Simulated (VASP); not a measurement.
# InSe (C2/m) in VASP: a series of runs

Runs on InSe. Level: PBEsol. Tasks: single point.

Program: VASP 6.6.1. These are calculated values, not measurements. Logs are shortened: lines on timing, memory, paths and dates and some standing lists are left out, and cuts for length are marked.

**1. The cell of the first run**

The structure is monoclinic, space group C2/m (No. 12). Conventional cell: a = 11.653 Å, b = 4.109 Å, c = 5.073 Å, α = 90.00°, β = 109.86°, γ = 90.00°. Within 3.5 Å of In (site symmetry m) lie 3 Se at 2.68 to 2.69 Å and 1 In at 2.80 Å. Se (site symmetry m) has 7 In at 2.68 to 4.18 Å and 7 Se at 3.55 to 4.11 Å within 4.2 Å.

**2. Single point, PBEsol**

INCAR reads:

```
ALGO = Normal
EDIFF = 1E-6
ENCUT = 520
GGA = PS
ISIF = 2
ISMEAR = -1
LASPH = True
LCHARG = False
LREAL = False
LWAVE = False
NBANDS = 27
NELM = 60
PREC = Accurate
SIGMA = 0.05
```

KPOINTS reads:

```
k-points
0
Gamma
  6 6 5
```

POSCAR reads:

```
InSe
1.0
    5.8263928781     -2.0546489550      0.0000000000
    5.8263928781      2.0546489550      0.0000000000
   -1.7232330140      0.0000000000      4.7713478577
In Se
2 2
Direct
    0.8882032500      0.8882032500      0.0468413600
    0.1117967500      0.1117967500      0.9531586400
    0.6609275900      0.6609275900      0.6689556200
    0.3390724100      0.3390724100      0.3310443800
```

Potentials or basis: VASP PAW PBE potentials, release 64 (In_d, Se).

Started as:

```sh
cat potpaw_PBE.64/In_d/POTCAR potpaw_PBE.64/Se/POTCAR > POTCAR
mpirun -np 1 vasp_std > vasp.out
```

OUTCAR:

```text
EDIFF = 1E-6
   ENCUT = 520
   GGA = PS
   ISIF = 2
   ISMEAR = -1
   LASPH = True
   LREAL = False
   NELM = 60
   PREC = Accurate

 ion  position               nearest neighbor table
   1  0.888  0.888  0.047-   4 2.68   4 2.68   3 2.69   2 2.80   2 3.71   2 3.71
   2  0.112  0.112  0.953-   3 2.68   3 2.68   4 2.69   1 2.80   1 3.71   1 3.71
   3  0.661  0.661  0.669-   2 2.68   2 2.68   1 2.69
   4  0.339  0.339  0.331-   1 2.68   1 2.68   2 2.69

  LATTYP: Found a base centered monoclinic cell.
 ALAT       =    11.6527857562
 B/A-ratio  =     0.3526451096
 C/A-ratio  =     0.4353462338
 COS(beta)  =    -0.3396874117

  Lattice vectors:

 A1 = (   5.8263928781,  -2.0546489550,   0.0000000000)
 A2 = (   5.8263928781,   2.0546489550,   0.0000000000)
 A3 = (  -1.7232330140,   0.0000000000,   4.7713478577)

Analysis of symmetry for initial positions (statically):
=====================================================================
 Subroutine PRICEL returns:
 Original cell was already a primitive cell.

 Routine SETGRP: Setting up the symmetry group for a
 base centered monoclinic supercell.

 Subroutine GETGRP returns: Found  4 space group operations
 (whereof  4 operations were pure point group operations)
 out of a pool of  4 trial point group operations.

The static configuration has the point symmetry C_2h.

Analysis of symmetry for dynamics (positions and initial velocities):
=====================================================================
 Subroutine PRICEL returns:
 Original cell was already a primitive cell.

 Routine SETGRP: Setting up the symmetry group for a
 base centered monoclinic supercell.

 Subroutine GETGRP returns: Found  4 space group operations
 (whereof  4 operations were pure point group operations)
 out of a pool of  4 trial point group operations.

The dynamic configuration has the point symmetry C_2h.

 Subroutine INISYM returns: Found  4 space group operations
 (whereof  4 operations are pure point group operations),
 and found     1 'primitive' translations

----------------------------------------------------------------------------------------

                                     Primitive cell

  volume of cell :     114.2374

  direct lattice vectors                    reciprocal lattice vectors
     5.826392878 -2.054648955  0.000000000     0.085816389 -0.243350573  0.030993681
     5.826392878  2.054648955  0.000000000     0.085816389  0.243350573  0.030993681
    -1.723233014  0.000000000  4.771347858     0.000000000  0.000000000  0.209584384

  length of vectors
     6.178060885  6.178060885  5.072996393     0.259893367  0.259893367  0.209584384

  position of ions in fractional coordinates (direct lattice)
     0.888203250  0.888203250  0.046841360
     0.111796750  0.111796750  0.953158640
     0.660927590  0.660927590  0.668955620
     0.339072410  0.339072410  0.331044380

  ion indices of the primitive-cell ions
   primitive index   ion index
                 1           1
                 2           2
                 3           3
                 4           4

----------------------------------------------------------------------------------------

 KPOINTS: k-points

Automatic generation of k-mesh.
 Grid dimensions read from file:
 generate k-points for:    6    6    5

 Generating k-lattice:

  Cartesian coordinates                     Fractional coordinates (reciprocal lattice)
     0.014302732 -0.040558429  0.005165614     0.166666667  0.000000000  0.000000000
     0.014302732  0.040558429  0.005165614     0.000000000  0.166666667  0.000000000
     0.000000000  0.000000000  0.041916877     0.000000000  0.000000000  0.200000000

  Length of vectors
     0.043315561  0.043315561  0.041916877

  Shift w.r.t. Gamma in fractional coordinates (k-lattice)
     0.000000000  0.000000000  0.000000000

 Subroutine IBZKPT returns following result:
 ===========================================

 Found     55 irreducible k-points:

 Following reciprocal coordinates:
            Coordinates               Weight
  0.000000  0.000000  0.000000      1.000000
  0.166667  0.000000 -0.000000      4.000000
  0.333333  0.000000 -0.000000      4.000000
  0.500000  0.000000 -0.000000      2.000000
  0.166667  0.166667 -0.000000      2.000000
  0.333333  0.166667 -0.000000      4.000000
[... 16 lines left out ...]
 -0.333333  0.166667  0.200000      4.000000
 -0.166667  0.166667  0.200000      4.000000
 [... further k-points ...]
   k-points           NKPTS =     55   k-points in BZ     NKDIM =     55   number of bands    NBANDS=     27
   number of dos      NEDOS =    301   number of ions     NIONS =      4
   total plane-waves  NPLWV =  92160
   dimension x,y,z NGX =    48 NGY =   48 NGZ =   40
   dimension x,y,z NGXF=    96 NGYF=   96 NGZF=   80
   ions per type =               2   2
   NGX,Y,Z   is equivalent  to a cutoff of  12.92, 12.92, 13.11 a.u.
   NGXF,Y,Z  is equivalent  to a cutoff of  25.83, 25.83, 26.22 a.u.
 SYSTEM =  unknown system
   PREC   = accura    normal or accurate (medium, high low for compatibility)
   ISTART =      0    job   : 0-new  1-cont  2-samecut
   ICHARG =      2    charge: 1-file 2-atom 10-const
   ISPIN  =      1    spin polarized calculation?
   LNONCOLLINEAR =      F non collinear calculations
   LSORBIT =      F    spin-orbit coupling
   LASPH  =      T    aspherical Exc in radial PAW
   ENCUT  =  520.0 eV  38.22 Ry    6.18 a.u.  11.49 11.49  9.43*2*pi/ulx,y,z
   NELM   =     60;   NELMIN=  2; NELMDL= -5     # of ELM steps
   EDIFF  = 0.1E-05   stopping-criterion for ELM
   LREAL  =      F    real-space projection
   EDIFFG = 0.1E-04   stopping-criterion for IOM
   NSW    =      0    number of steps for IOM
   IBRION =     -1    ionic relax: 0-MD 1-quasi-New 2-CG
   NFREE  =      0    steps in history (QN), initial steepest desc. (CG)
   ISIF   =      2    stress and relaxation
   ISYM   =      2    0-nonsym 1-usesym 2-fastsym
   POTIM  = 0.5000    time-step for ionic-motion
   TEBEG  =    0.0;   TEEND  =   0.0 temperature during run
   PSTRESS=    0.0 pullay stress
   NELECT =      38.0000    total number of electrons
   NUPDOWN=      -1.0000    fix difference up-down
   EMIN   =  10.00;   EMAX   =-10.00  energy-range for DOS
   EFERMI =   0.00;   METHOD = LEGACY
   ISMEAR =    -1;   SIGMA  =   0.05  broadening in eV -4-tet -1-fermi 0-gaus
   EFERMI_NEDOS =   21; number of points for ismear=-14 and -15
   IALGO  =     38    algorithm
   IMIX   =      4    mixing-type and parameters
     AMIX     =   0.40;   BMIX     =  1.00
     AMIX_MAG =   1.60;   BMIX_MAG =  1.00
  volume/ion in A,a.u.               =      28.56       192.73
  Fermi-wavevector in a.u.,A,eV,Ry     =   1.134314  2.143542 17.506177  1.286668
  Thomas-Fermi vector in A             =   2.271018
   LORBIT       =      0    0 simple, 1 ext, 2 COOP (PROOUT), +10 PAW based schemes
   GGA     = PS    functional components
   LHFCALC =     F    Hartree Fock is set to
   AEXX    =    0.0000 exact exchange contribution
   IVDW    =     0    specifies the selected vdW correction
   LEPSILON=     F    determine dielectric tensor
   LRPA    =     F    only Hartree local field effects (RPA)
 non-spin polarized calculation
  energy-cutoff  :      520.00
  volume of cell :      114.24
 maximum number of plane-waves:      3093
 NGX is ok and might be reduce to    48
   NGX = 23   NGY = 23   NGZ = 19

 number of electron      38.0000006 magnetization

 Free energy of the ion-electron system (eV)
  ---------------------------------------------------
  ext. energy  EPLUGINS =         0.00000000
  ---------------------------------------------------
  free energy    TOTEN  =       -15.50226285 eV

  energy without entropy =      -15.50226271  energy(sigma->0) =      -15.50226278

 E-fermi :   4.3639     XC(G=0):  -9.2698

 val. band max:        3.7477097599   @ k =   0.5000   0.5000  -0.0000
 cond. band min:       5.0148628788   @ k =  -0.1667  -0.1667   0.4000
 fundamental gap:      1.2671531188
 Fermi energy:         4.3639295900

 k-point     1 :       0.0000    0.0000    0.0000
  band No.  band energies     occupation
      1     -10.6381      2.00000
      2     -10.5200      2.00000
      3     -10.3324      2.00000
      4     -10.3031      2.00000
      5     -10.2639      2.00000
      6     -10.2610      2.00000
[... 19 lines left out ...]
     26      10.4993      0.00000
     27      11.9894      0.00000

 k-point     2 :       0.1667    0.0000   -0.0000
  band No.  band energies     occupation
      1     -10.6323      2.00000
      2     -10.5169      2.00000
      3     -10.4202      2.00000
      4     -10.2891      2.00000
      5     -10.2811      2.00000
      6     -10.2449      2.00000
[... 19 lines left out ...]
     26      10.3362      0.00000
     27      12.2014      0.00000

 k-point     3 :       0.3333    0.0000   -0.0000
  band No.  band energies     occupation
      1     -10.6330      2.00000
      2     -10.5337      2.00000
      3     -10.4889      2.00000
      4     -10.3282      2.00000
      5     -10.2613      2.00000
      6     -10.2557      2.00000
[... 19 lines left out ...]
     26      11.0510      0.00000
     27      11.6786      0.00000

 k-point     4 :       0.5000    0.0000   -0.0000
  band No.  band energies     occupation
      1     -10.6471      2.00000
      2     -10.5509      2.00000
      3     -10.4847      2.00000
      4     -10.3499      2.00000
      5     -10.2689      2.00000
      6     -10.2546      2.00000
[... 19 lines left out ...]
     26      10.5135      0.00000
     27      12.2275      0.00000

 k-point     5 :       0.1667    0.1667   -0.0000
  band No.  band energies     occupation
      1     -10.6290      2.00000
      2     -10.5175      2.00000
      3     -10.3497      2.00000
      4     -10.3013      2.00000
      5     -10.2731      2.00000
      6     -10.2681      2.00000
[... 19 lines left out ...]
     26      10.4706      0.00000
     27      12.1039      0.00000

 k-point     6 :       0.3333    0.1667   -0.0000
  band No.  band energies     occupation
      1     -10.6258      2.00000
      2     -10.5099      2.00000
      3     -10.3988      2.00000
      4     -10.3270      2.00000
      5     -10.2916      2.00000
      6     -10.2504      2.00000
[... 444 lines left out ...]
      1     -10.6328      2.00000
      2     -10.5104      2.00000
      3     -10.3956      2.00000
      4     -10.3274      2.00000
      5     -10.2900      2.00000
      6     -10.2491      2.00000
[... 19 lines left out ...]
     26       9.9359      0.00000
     27      11.6169      0.00000

 k-point    22 :       0.5000    0.1667    0.2000
  band No.  band energies     occupation
      1     -10.6479      2.00000
      2     -10.5169      2.00000
      3     -10.4693      2.00000
      4     -10.3524      2.00000
      5     -10.2865      2.00000
      6     -10.2483      2.00000
[... 19 lines left out ...]
     26      10.0376      0.00000
     27      11.2041      0.00000

 k-point    23 :      -0.3333    0.1667    0.2000
  band No.  band energies     occupation
      1     -10.6352      2.00000
      2     -10.5818      2.00000
      3     -10.4959      2.00000
      4     -10.3337      2.00000
      5     -10.2705      2.00000
      6     -10.2448      2.00000
[... 19 lines left out ...]
     26      10.5612      0.00000
     27      11.9677      0.00000

 k-point    24 :      -0.1667    0.1667    0.2000
  band No.  band energies     occupation
      1     -10.6303      2.00000
      2     -10.5570      2.00000
      3     -10.4988      2.00000
      4     -10.3127      2.00000
      5     -10.2567      2.00000
      6     -10.2391      2.00000
[... 19 lines left out ...]
     26      11.3292      0.00000
     27      11.6956      0.00000

 [... further k-points ...]

------------------------ aborting loop because EDIFF is reached ----------------------------------------

  FORCE on cell =-STRESS in cart. coord.  units (eV):
  Direction    XX          YY          ZZ          XY          YZ          ZX
  --------------------------------------------------------------------------------------
  -------------------------------------------------------------------------------------
  Total       -0.9825105     -0.7155470     -0.6121573      0.0000000      0.0000000      0.0123993
  in kB      -13.7796861    -10.0355289     -8.5854913      0.0000000      0.0000000      0.1739002
  external PRESSURE =     -10.8002354 kB  Pullay stress =       0.0000000 kB

 VOLUME and BASIS-vectors are now :
 -----------------------------------------------------------------------------
  energy-cutoff  :      520.00
  volume of cell :      114.24
      direct lattice vectors                 reciprocal lattice vectors
     5.826392878 -2.054648955  0.000000000     0.085816389 -0.243350573  0.030993681
     5.826392878  2.054648955  0.000000000     0.085816389  0.243350573  0.030993681
    -1.723233014  0.000000000  4.771347858     0.000000000  0.000000000  0.209584384

 POSITION                                       TOTAL-FORCE (eV/Angst)
 -----------------------------------------------------------------------------------
     10.26932      0.00000      0.22350        -0.014313      0.000000     -0.011632
     -0.33977      0.00000      4.54785         0.014313      0.000000      0.011632
      6.54888      0.00000      3.19182         0.013023      0.000000     -0.080753
      3.38067      0.00000      1.57953        -0.013023      0.000000      0.080753
 -----------------------------------------------------------------------------------
    total drift:                               -0.000000     -0.000000      0.000000

  FREE ENERGIE OF THE ION-ELECTRON SYSTEM (eV)
  ---------------------------------------------------
  free  energy   TOTEN  =       -15.5022628544 eV

  energy  without entropy=      -15.5022627138  energy(sigma->0) =      -15.50226278
```

Run time: 85 s. Hardware: 1 thread of Intel Xeon 6975P-C (Granite Rapids), shared host; peak memory 0.37 GiB.

Results:

```
Free energy            : -15.5023 eV
Pressure               : -1.1 GPa
Largest force          : 0.082 eV/Å
Band gap on the k mesh : 1.27 eV (least direct gap 1.43 eV)
```

Forces on the atoms (eV/Å):
```
In  -0.014  0.000 -0.012
In   0.014  0.000  0.012
Se   0.013  0.000 -0.081
Se  -0.013  0.000  0.081
```

Stress tensor (GPa, compression positive):
```
-1.38  0.00  0.02
 0.00 -1.00  0.00
 0.02  0.00 -0.86
```

Caveat: the PAW data sets were made with another functional, which shifts forces and pressure a little; spin-orbit coupling is left out, which moves the levels of the heavy elements; an odd mesh through Γ misses points on the zone boundary, where band edges can lie.

**3. Single point, PBEsol**

This run uses another cell than the first one, of 28.84 Å³/atom.

INCAR reads:

```
SYSTEM = InSe
PREC = Accurate
ENCUT = 520
EDIFF = 1E-7
ISMEAR = -1
SIGMA = 0.05
LREAL = .FALSE.
LASPH = .TRUE.
NELM = 100
ALGO = Normal
ISIF = 2
LWAVE = .FALSE.
LCHARG = .FALSE.
GGA = PS
NBANDS = 27
```

KPOINTS reads:

```
regular mesh
0
G
  6 6 5
  0 0 0
```

Changes to POSCAR since step 2:

```diff
@@ -4,3 +4,3 @@
     5.8263928781      2.0546489550      0.0000000000
-   -1.7232330140      0.0000000000      4.7713478577
+   -1.7232330140      0.0000000000      4.8190613363
 In Se
```

Potentials or basis: VASP PAW PBE potentials, release 64 (In_d, Se).

Started as:

```sh
cat potpaw_PBE.64/In_d/POTCAR potpaw_PBE.64/Se/POTCAR > POTCAR
mpirun -np 1 vasp_std > vasp.out
```

It took 93 s on 1 thread of Intel Xeon 6975P-C (Granite Rapids), shared host; peak memory 0.37 GiB.

The run converged. Its results:

```
Free energy            : -15.4945 eV
Pressure               : -1.5 GPa
Largest force          : 0.088 eV/Å
Band gap on the k mesh : 1.26 eV (least direct gap 1.41 eV)
```

Forces on the atoms (eV/Å):
```
In  -0.088  0.000  0.003
In   0.088  0.000 -0.003
Se   0.028  0.000  0.029
Se  -0.028  0.000 -0.029
```

Stress tensor (GPa, compression positive):
```
-1.71  0.00 -0.12
 0.00 -1.36  0.00
-0.12  0.00 -1.39
```

Levels at points of the mesh, in eV from the valence-band top:
```tsv
k point	band 16	band 17	band 18	band 19	band 20	band 21	band 22	band 23
(0.00, 0.00, 0.00)	-2.18	-1.88	-1.31	-1.06	2.68	2.96	3.60	4.85
(0.50, 0.00, 0.00)	-2.12	-1.76	-1.53	-1.11	1.62	2.40	3.66	3.66
(0.50, 0.50, 0.00)	-2.26	-1.18	-0.63	0.00	1.49	2.65	3.41	3.95
```

Caveat: the PAW data sets were made with another functional, which shifts forces and pressure a little; spin-orbit coupling is left out, which moves the levels of the heavy elements; an odd mesh through Γ misses points on the zone boundary, where band edges can lie.

(Continued in part 2 of 2.)
